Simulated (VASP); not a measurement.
**Na: density of states with PBE**

Crystal: Na.

```
CELL_PARAMETERS angstrom
3.76700 0.00000 0.00000
-1.88350 3.26232 0.00000
0.00000 0.00000 6.15400
ATOMIC_POSITIONS crystal
Na 0.33333 0.66667 0.25000
Na 0.66667 0.33333 0.75000
```

* Program: VASP 6.6.1
* Task: density of states
* Functional: PBE
* Potentials or basis: VASP PAW PBE potentials, release 64 (Na_pv)
* Cutoff: 520 eV
* k mesh: 12 × 12 × 6
* Occupations: gaussian, width 0.05 eV
* Spin: no spin polarisation
* Dipole correction: no
* k mesh for the DOS: 18 × 18 × 9
* Occupations for the DOS: tetrahedron
* Further INCAR settings: ALGO = Normal; EDIFF = 1e-06

```yaml
Valence_electrons_inside_the_program's_atomic_spheres: Na 6.06
```

Levels at points of the mesh, in eV from the Fermi level:
```
           k point  band 3  band 4  band 5  band 6  band 7  band 8  band 9  band 10  band 11
(0.00, 0.00, 0.00)  -24.94  -24.93  -24.93  -24.93   -3.26    0.53    0.92     9.85     9.86
(0.50, 0.00, 0.00)  -24.95  -24.94  -24.94  -24.94    0.22    0.33    3.80     3.81     4.27
```

It took 72 s on 1 thread of AMD EPYC 7R13 Processor (Zen 3), with other jobs on the host, peak memory 0.23 GiB.
